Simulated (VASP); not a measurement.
# Rh (P6_3/mmc) in VASP: a series of runs, part 2 of 2

VASP 6.6.1. The steps go on from the part before.

## (5) Single point, r2SCAN (12.92 Å³/atom)

This run uses another cell than the first one, of 12.92 Å³/atom.

POSCAR

```
Rh
1.0
    2.6339582108      0.0000000000      0.0000000000
   -1.3169791054      2.2810747231      0.0000000000
    0.0000000000      0.0000000000      8.5982192753
Rh
4
Direct
    0.0000000000      0.0000000000      0.0000000000
    0.3333333333      0.6666666667      0.2500000000
    0.0000000000      0.0000000000      0.5000000000
    0.6666666667      0.3333333333      0.7500000000
```

INCAR.step1

```
SYSTEM = Rh
  ALGO = Normal
  EDIFF = 1E-4
  ENCUT = 520
  GGA = PE
  ISMEAR = 0
  LASPH = .TRUE.
  LCHARG = .FALSE.
  LREAL = .FALSE.
  LWAVE = .TRUE.
  NBANDS = 38
  NELM = 100
  PREC = Accurate
  SIGMA = 0.1
```

INCAR.step2

```
SYSTEM = Rh
  ALGO = Normal
  EDIFF = 1E-7
  ENCUT = 520
  ISIF = 2
  ISMEAR = 0
  ISTART = 1
  LASPH = .TRUE.
  LCHARG = .FALSE.
  LMIXTAU = .TRUE.
  LREAL = .FALSE.
  LWAVE = .FALSE.
  METAGGA = R2SCAN
  NBANDS = 38
  NELM = 100
  PREC = Accurate
  SIGMA = 0.1
```

KPOINTS

```
k-points
0
G
  18 18 6
  0 0 0
```

Launch:

```sh
cat potpaw_PBE.64/Rh_pv/POTCAR > POTCAR
cp INCAR.step1 INCAR
mpirun -np 1 vasp_std > vasp.out
cp INCAR.step2 INCAR
mpirun -np 1 vasp_std > vasp.out
```

It took 20 min on 1 thread of Oxide Virtual Turin-like, shared host; peak memory 0.28 GiB.

The run converged. Its results:

| Item | Value |
| --- | --- |
| Free energy | -96.2454 eV |
| Pressure | 22.0 GPa |
| Band gap on the k mesh | zero (bands 30 and 31 overlap by 2.31 eV) |

Levels at points of the mesh, in eV from the Fermi level:
| k point | band 28 | band 29 | band 30 | band 31 | band 32 | band 33 |
| --- | --- | --- | --- | --- | --- | --- |
| (0.00, 0.00, 0.00) | -1.70 | -1.70 | -1.01 | -1.01 | -0.42 | -0.42 |
| (0.50, 0.00, 0.00) | 0.68 | 0.75 | 0.95 | 0.97 | 1.02 | 1.38 |
| (0.00, 0.00, 0.50) | -1.34 | -1.34 | -1.34 | -1.19 | -1.19 | 0.07 |
| (0.50, 0.00, 0.50) | -0.16 | 0.67 | 0.67 | 0.93 | 0.93 | 3.23 |

Caveat: the cell stands under pressure; the PAW data sets were made with another functional, which shifts forces and pressure a little.

## (6) Single point, r2SCAN (13.33 Å³/atom)

This run uses another cell than the first one, of 13.33 Å³/atom.

POSCAR

```
Rh
1.0
    2.6616861244      0.0000000000      0.0000000000
   -1.3308430622      2.3050878006      0.0000000000
    0.0000000000      0.0000000000      8.6887334982
Rh
4
Direct
    0.0000000000      0.0000000000      0.0000000000
    0.3333333333      0.6666666667      0.2500000000
    0.0000000000      0.0000000000      0.5000000000
    0.6666666667      0.3333333333      0.7500000000
```

INCAR.step1

```
SYSTEM = Rh
PREC = Accurate
ENCUT = 520
ISMEAR = 0
SIGMA = 0.1
LREAL = .FALSE.
LASPH = .TRUE.
NELM = 60
NBANDS = 38
GGA = PE
ALGO = Normal
EDIFF = 1E-4
LWAVE = .TRUE.
LCHARG = .FALSE.
```

INCAR.step2

```
SYSTEM = Rh
PREC = Accurate
ENCUT = 520
EDIFF = 1E-7
ISMEAR = 0
SIGMA = 0.1
LREAL = .FALSE.
LASPH = .TRUE.
NELM = 60
ALGO = Normal
ISIF = 2
LWAVE = .FALSE.
LCHARG = .TRUE.
METAGGA = R2SCAN
LMIXTAU = .TRUE.
LELF = .TRUE.
LVHAR = .TRUE.
NBANDS = 38
ISTART = 1
```

KPOINTS

```
regular mesh
0
G
  18 18 6
  0 0 0
```

Potentials or basis: VASP PAW PBE potentials, release 64 (Rh_pv).

Launch:

```sh
cat potpaw_PBE.64/Rh_pv/POTCAR > POTCAR
cp INCAR.step1 INCAR
mpirun -np 1 vasp_std > vasp.out
cp INCAR.step2 INCAR
mpirun -np 1 vasp_std > vasp.out
```

OUTCAR:

```text
SYSTEM = Rh
   PREC = Accurate
   ENCUT = 520
   EDIFF = 1E-7
   ISMEAR = 0
   LREAL = .FALSE.
   LASPH = .TRUE.
   NELM = 60
   ISIF = 2
   METAGGA = R2SCAN
   ISTART = 1

 ion  position               nearest neighbor table
   1  0.000  0.000  0.000-   2 2.66   4 2.66   2 2.66   4 2.66   4 2.66   2 2.66
   2  0.333  0.667  0.250-   1 2.66   3 2.66   1 2.66   3 2.66   1 2.66   3 2.66
   3  0.000  0.000  0.500-   2 2.66   4 2.66   2 2.66   4 2.66   4 2.66   2 2.66
   4  0.667  0.333  0.750-   1 2.66   3 2.66   1 2.66   3 2.66   1 2.66   3 2.66

  LATTYP: Found a hexagonal cell.
 ALAT       =     2.6616861244
 C/A-ratio  =     3.2643719402

  Lattice vectors:

 A1 = (   2.6616861244,   0.0000000000,   0.0000000000)
 A2 = (  -1.3308430622,   2.3050878006,   0.0000000000)
 A3 = (   0.0000000000,   0.0000000000,   8.6887334982)

Analysis of symmetry for initial positions (statically):
=====================================================================
 Subroutine PRICEL returns:
 Original cell was already a primitive cell.

 Routine SETGRP: Setting up the symmetry group for a
 hexagonal supercell.

 Subroutine GETGRP returns: Found 24 space group operations
[... 173 lines left out ...]

 val. band max:       12.3476212467   @ k =   0.4444   0.1111   0.3333
 cond. band min:      12.3494482501   @ k =   0.3333   0.0556   0.1667
 fundamental gap:      0.0018270034
 Fermi energy:        12.3491898552

 k-point     1 :       0.0000    0.0000    0.0000
  band No.  band energies     occupation
      1     -36.3947      2.00000
      2     -35.9728      2.00000
      3     -35.9576      2.00000
      4     -35.6414      2.00000
      5     -35.6414      2.00000
      6     -35.5941      2.00000
[... 973 lines left out ...]
     37      22.5978      0.00000
     38      22.6507      0.00000

 [... further k-points ...]

------------------------ aborting loop because EDIFF is reached ----------------------------------------

  FORCE on cell =-STRESS in cart. coord.  units (eV):
  Direction    XX          YY          ZZ          XY          YZ          ZX
  --------------------------------------------------------------------------------------
  -------------------------------------------------------------------------------------
  Total        3.5485030      3.5485030      3.5432407     -0.0000000      0.0000000      0.0000000
  in kB      106.6485521    106.6485521    106.4903967     -0.0000000      0.0000000      0.0000000
  external PRESSURE =     106.5958336 kB  Pullay stress =       0.0000000 kB

 VOLUME and BASIS-vectors are now :
 -----------------------------------------------------------------------------
  energy-cutoff  :      520.00
  volume of cell :       53.31
      direct lattice vectors                 reciprocal lattice vectors
     2.661686124  0.000000000  0.000000000     0.375701699  0.216911477  0.000000000
    -1.330843062  2.305087801  0.000000000     0.000000000  0.433822954  0.000000000
     0.000000000  0.000000000  8.688733498     0.000000000  0.000000000  0.115091572

 POSITION                                       TOTAL-FORCE (eV/Angst)
 -----------------------------------------------------------------------------------
      0.00000      0.00000      0.00000         0.000000      0.000000     -0.000000
     -0.00000      1.53673      2.17218        -0.000000      0.000000     -0.000000
      0.00000      0.00000      4.34437         0.000000      0.000000     -0.000000
      1.33084      0.76836      6.51655         0.000000      0.000000      0.000000
 -----------------------------------------------------------------------------------
    total drift:                                0.000000     -0.000000      0.000000

  FREE ENERGIE OF THE ION-ELECTRON SYSTEM (eV)
  ---------------------------------------------------
  free  energy   TOTEN  =       -96.4127811419 eV

  energy  without entropy=      -96.3865657855  energy(sigma->0) =      -96.39967346
```

OSZICAR.step1:

```text
N       E                     dE             d eps       ncg     rms          rms(c)
DAV:   1     0.777329892275E+03    0.77733E+03   -0.36641E+04 11400   0.184E+03
DAV:   2    -0.523527110638E+01   -0.78257E+03   -0.76051E+03 11766   0.578E+02
DAV:   3    -0.305332718297E+02   -0.25298E+02   -0.24650E+02 12410   0.113E+02
DAV:   4    -0.307752500385E+02   -0.24198E+00   -0.24172E+00 12408   0.112E+01
DAV:   5    -0.307793598877E+02   -0.41098E-02   -0.41098E-02 12526   0.148E+00    0.221E+01
DAV:   6    -0.289226456980E+02    0.18567E+01   -0.54037E+00 12226   0.179E+01    0.809E+00
DAV:   7    -0.288745408739E+02    0.48105E-01   -0.35453E-01 12364   0.576E+00    0.351E+00
DAV:   8    -0.288918648973E+02   -0.17324E-01   -0.60626E-01 12040   0.836E+00    0.298E+00
DAV:   9    -0.288308393192E+02    0.61026E-01   -0.20151E-01 12022   0.431E+00    0.583E-01
DAV:  10    -0.288306141476E+02    0.22517E-03   -0.38569E-03 12166   0.479E-01    0.853E-02
DAV:  11    -0.288305760341E+02    0.38113E-04   -0.12736E-04  7052   0.997E-02
   1 F= -.28830576E+02 E0= -.28816681E+02  d E =-.277902E-01
```

Run time: 19 min. Hardware: 1 thread of Oxide Virtual Turin-like, shared host; peak memory 0.3 GiB.

Results:

| Item | Value |
| --- | --- |
| Free energy | -96.4128 eV |
| Pressure | 10.7 GPa |
| Band gap on the k mesh | zero (bands 30 and 31 overlap by 2.20 eV) |

Levels at points of the mesh, in eV from the Fermi level:
```
           k point  band 27  band 28  band 29  band 30  band 31  band 32  band 33  band 34
(0.00, 0.00, 0.00)    -2.86    -1.62    -1.62    -0.96    -0.96    -0.40    -0.40     0.45
(0.50, 0.00, 0.00)     0.59     0.64     0.71     0.90     0.92     0.96     1.39     2.49
(0.00, 0.00, 0.50)    -1.27    -1.27    -1.27    -1.27    -1.12    -1.12     0.07     0.07
(0.50, 0.00, 0.50)    -0.15    -0.15     0.63     0.63     0.88     0.88     3.14     3.14
```

Caveat: the cell stands under pressure; the PAW data sets were made with another functional, which shifts forces and pressure a little.

## (7) Single point, r2SCAN (biaxial strain in the a-b plane: +1.0 %)

POSCAR

```
Rh
1.0
    2.7157365430      0.0000000000      0.0000000000
   -1.3578682715      2.3518968362      0.0000000000
    0.0000000000      0.0000000000      8.7247357670
Rh
4
Direct
    0.0000000000      0.0000000000      0.0000000000
    0.3333333333      0.6666666667      0.2500000000
    0.0000000000      0.0000000000      0.5000000000
    0.6666666667      0.3333333333      0.7500000000
```

INCAR.step1

```
ALGO = Normal
EDIFF = 1E-5
ENCUT = 550
GGA = PE
GGA_COMPAT = F
ISMEAR = 0
LASPH = T
LCHARG = F
LREAL = F
LWAVE = T
NBANDS = 38
NELM = 120
PREC = Accurate
SIGMA = 0.1
```

INCAR.step2

```
ALGO = Normal
EDIFF = 1E-6
ENCUT = 550
GGA_COMPAT = F
ISIF = 2
ISMEAR = 0
ISTART = 1
LASPH = T
LCHARG = T
LELF = T
LMIXTAU = T
LREAL = F
LVHAR = T
LWAVE = F
METAGGA = R2SCAN
NBANDS = 38
NELM = 120
PREC = Accurate
SIGMA = 0.1
```

KPOINTS

```
k-points
0
Gamma
  24 24 6
```

Potentials or basis: VASP PAW PBE potentials, release 64 (Rh_pv).

Launch:

```sh
cat potpaw_PBE.64/Rh_pv/POTCAR > POTCAR
cp INCAR.step1 INCAR
mpirun -np 1 vasp_std > vasp.out
cp INCAR.step2 INCAR
mpirun -np 1 vasp_std > vasp.out
```

OUTCAR:

```text
EDIFF = 1E-6
   ENCUT = 550
   ISIF = 2
   ISMEAR = 0
   ISTART = 1
   LASPH = T
   LREAL = F
   METAGGA = R2SCAN
   NELM = 120
   PREC = Accurate

 ion  position               nearest neighbor table
   1  0.000  0.000  0.000-   2 2.69   4 2.69   2 2.69   4 2.69   4 2.69   2 2.69
   2  0.333  0.667  0.250-   1 2.69   3 2.69   1 2.69   3 2.69   1 2.69   3 2.69
   3  0.000  0.000  0.500-   2 2.69   4 2.69   2 2.69   4 2.69   4 2.69   2 2.69
   4  0.667  0.333  0.750-   1 2.69   3 2.69   1 2.69   3 2.69   1 2.69   3 2.69

[... 1187 lines left out ...]
  Direction    XX          YY          ZZ          XY          YZ          ZX
  --------------------------------------------------------------------------------------
  -------------------------------------------------------------------------------------
  Total       -1.5154458     -1.5154458      0.3071444      0.0000000      0.0000000      0.0000000
  in kB      -43.5705255    -43.5705255      8.8306959      0.0000000      0.0000000      0.0000000
  external PRESSURE =     -26.1034517 kB  Pullay stress =       0.0000000 kB

 VOLUME and BASIS-vectors are now :
 -----------------------------------------------------------------------------
  energy-cutoff  :      550.00
  volume of cell :       55.73
      direct lattice vectors                 reciprocal lattice vectors
     2.715736543  0.000000000  0.000000000     0.368224231  0.212594359  0.000000000
    -1.357868271  2.351896836  0.000000000     0.000000000  0.425188718  0.000000000
     0.000000000  0.000000000  8.724735767     0.000000000  0.000000000  0.114616652

 POSITION                                       TOTAL-FORCE (eV/Angst)
 -----------------------------------------------------------------------------------
      0.00000      0.00000      0.00000        -0.000000      0.000000     -0.000000
     -0.00000      1.56793      2.18118        -0.000000      0.000000      0.000000
      0.00000      0.00000      4.36237        -0.000000      0.000000     -0.000000
      1.35787      0.78397      6.54355         0.000000      0.000000     -0.000000
 -----------------------------------------------------------------------------------
    total drift:                               -0.000000      0.000000      0.000000

  FREE ENERGIE OF THE ION-ELECTRON SYSTEM (eV)
  ---------------------------------------------------
  free  energy   TOTEN  =       -96.4605937616 eV

  energy  without entropy=      -96.4332510985  energy(sigma->0) =      -96.44692243
```

OUTCAR.step1:

```text
EDIFF = 1E-5
   ENCUT = 550
   GGA = PE
   ISMEAR = 0
[... 1216 lines left out ...]
      0.00000      0.00000      0.00000         0.000000      0.000000      0.000000
     -0.00000      1.56793      2.18118        -0.000000      0.000000     -0.000000
      0.00000      0.00000      4.36237         0.000000      0.000000      0.000000
      1.35787      0.78397      6.54355         0.000000      0.000000      0.000000
 -----------------------------------------------------------------------------------
    total drift:                               -0.000000      0.000000      0.000000

  FREE ENERGIE OF THE ION-ELECTRON SYSTEM (eV)
  ---------------------------------------------------
  free  energy   TOTEN  =       -28.9600486307 eV

  energy  without entropy=      -28.9313390343  energy(sigma->0) =      -28.94569383
```

Run time: 52 min. Hardware: 1 thread of Oxide Virtual Turin-like, shared host; peak memory 0.46 GiB.

Results:

```
Free energy            : -96.4606 eV
Pressure               : -2.6 GPa
Band gap on the k mesh : zero (bands 30 and 31 overlap by 2.00 eV)
```

Caveat: the cell differs from its parent crystal (biaxial strain in the a-b plane: +1.0 %); the stress differs along the axes, from -4 to 1 GPa; the PAW data sets were made with another functional, which shifts forces and pressure a little.

## (8) Summary

```csv
cell,k mesh,cutoff (eV),gap on the mesh (eV),pressure (GPa)
"a = 2.743, b = 2.743, c = 8.672 Å, angles 90.0, 90.0, 120.0°, 4 atoms",24 × 24 × 6,550,none,-5.8
"a = 2.692, b = 2.692, c = 8.798 Å, angles 90.0, 90.0, 120.0°, 4 atoms",6 × 6 × 2,550,none,0.5
"a = 2.770, b = 2.770, c = 9.041 Å, angles 90.0, 90.0, 120.0°, 4 atoms",24 × 24 × 6,520,none,-19.0
"a = 2.634, b = 2.634, c = 8.598 Å, angles 90.0, 90.0, 120.0°, 4 atoms",18 × 18 × 6,520,none,22.0
"a = 2.662, b = 2.662, c = 8.689 Å, angles 90.0, 90.0, 120.0°, 4 atoms",18 × 18 × 6,520,none,10.7
"a = 2.716, b = 2.716, c = 8.725 Å, angles 90.0, 90.0, 120.0°, 4 atoms",24 × 24 × 6,550,none,-2.6
```

Alike in all rows: task single point; level r2SCAN; potentials or basis VASP PAW PBE potentials, release 64 (Rh_pv); no spin polarisation; smearing gaussian 0.1 eV.

Caveats: some runs use coarse meshes; the PAW data sets were made with another functional, which shifts forces and pressure a little; the cell stands under pressure (at least some runs); the stress differs along the axes, from -9 to 1 GPa (at least some runs); the cell stands under tension (at least some runs); the stress differs along the axes, from -4 to 1 GPa (at least some runs).

Total energies depend on the potentials used, so only differences within one code and one set of settings carry meaning.
